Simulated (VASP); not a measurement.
Wanted: the native input for a VASP 6.6.1 run.

| Quantity | Value |
| --- | --- |
| Task | single point |
| Functional | PBEsol |
| Potentials or basis | VASP PAW PBE potentials, release 64 (As) |
| Cutoff | 520 eV |
| k mesh | 21 × 21 × 12 |
| Occupations | gaussian, width 0.1 eV |
| Spin | no spin polarisation |
| Dipole correction | no |
| Further INCAR settings | ALGO = Normal; EDIFF = 1e-06; NBANDS = 12 |

The structure of As lies in POSCAR:

```
As
1.0
    2.9560643039      0.0000000000      0.0000000000
   -1.4780321519      2.5600267825      0.0000000000
    0.0000000000      0.0000000000      4.8574664687
As
2
Direct
    0.3333333333      0.6666666667      0.2500000000
    0.6666666667      0.3333333333      0.7500000000
```

The input as run:

INCAR

```
  PREC = Accurate
  ENCUT = 520
  EDIFF = 1E-6
  ISMEAR = 0
  SIGMA = 0.1
  LREAL = F
  LASPH = T
  NELM = 80
  ALGO = Normal
  ISIF = 2
  LWAVE = F
  LCHARG = F
  GGA = PS
  NBANDS = 12
```

KPOINTS

```
regular mesh
0
Gamma
  21 21 12
```

Potentials or basis: VASP PAW PBE potentials, release 64 (As).

The run is started by

```sh
$ cat potpaw_PBE.64/As/POTCAR > POTCAR
$ mpirun -np 1 vasp_std > vasp.out
```

It gave:

```
Pressure               : 0.2 GPa
Band gap on the k mesh : zero (band 5 reaches 11.93 eV, above the bottom of band 6 at 2.88 eV)
```

Caveat: the PAW data sets were made with another functional, which shifts forces and pressure a little.

Wall time 25 s on 1 thread of Intel(R) Xeon(R) 6975P-C (Granite Rapids), on a shared host, peak memory 0.25 GiB.
